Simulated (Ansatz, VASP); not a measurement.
One calculation of S, two programs

INCAR

```
PREC = Accurate
ENCUT = 520
EDIFF = 1E-7
ISMEAR = 0
SIGMA = 0.15
LREAL = F
LASPH = T
NELM = 80
ALGO = Normal
ISIF = 2
LWAVE = F
LCHARG = T
GGA = PS
LELF = T
LVHAR = T
NBANDS = 9
```

KPOINTS

```
regular mesh
0
Gamma
  22 22 22
```

The input POSCAR:

```
S
1.0
    0.0000000000      1.7768536112      2.5124710063
    1.7768536112      0.0000000000      2.5124710063
    1.7768536112      1.7768536112      0.0000000000
S
1
Direct
    0.0000000000      0.0000000000      0.0000000000
```

Input for Ansatz:

```yaml
crystal:
  lattice:
    - [0.0, 1.7768536112, 2.5124710063]
    - [1.7768536112, 0.0, 2.5124710063]
    - [1.7768536112, 1.7768536112, 0.0]
  atoms:
    - { symbol: S, position: [0.0, 0.0, 0.0] }
basis:
  ecutwfc: 420
kpoints:
  mp_grid: { grid: [22, 22, 22] }
hamiltonian:
  xc: pbesol
scf:
  occupations: { method: gaussian, width: 0.15 }
output:
  forces: true
  stress: true
  eigenvalues: true
```

Alike in both runs: task single point; functional PBEsol; k mesh 22 × 22 × 22; occupations gaussian, width 0.15 eV; no spin polarisation.

|  | VASP | Ansatz |
| --- | --- | --- |
| version | VASP 6.6.1 | Ansatz 0.2.0 |
| potentials or method | VASP PAW PBE potentials, release 64 (S), cutoff 520 eV | scalar-relativistic, plane waves, PAW |
| valence electrons in the cell | 6 | 6 |

```csv
,VASP,Ansatz,Ansatz less VASP
gap on the k mesh at the Fermi level (eV),none,none,-
pressure (GPa),-3.3,-3.4,-0.04
"traceless stress, the component that is largest in VASP (GPa)",13.88,13.85,-0.030
```

VASP's potentials were made for PBE, not for PBEsol. A gap of «none» marks a metal or a gap that the smearing closes.
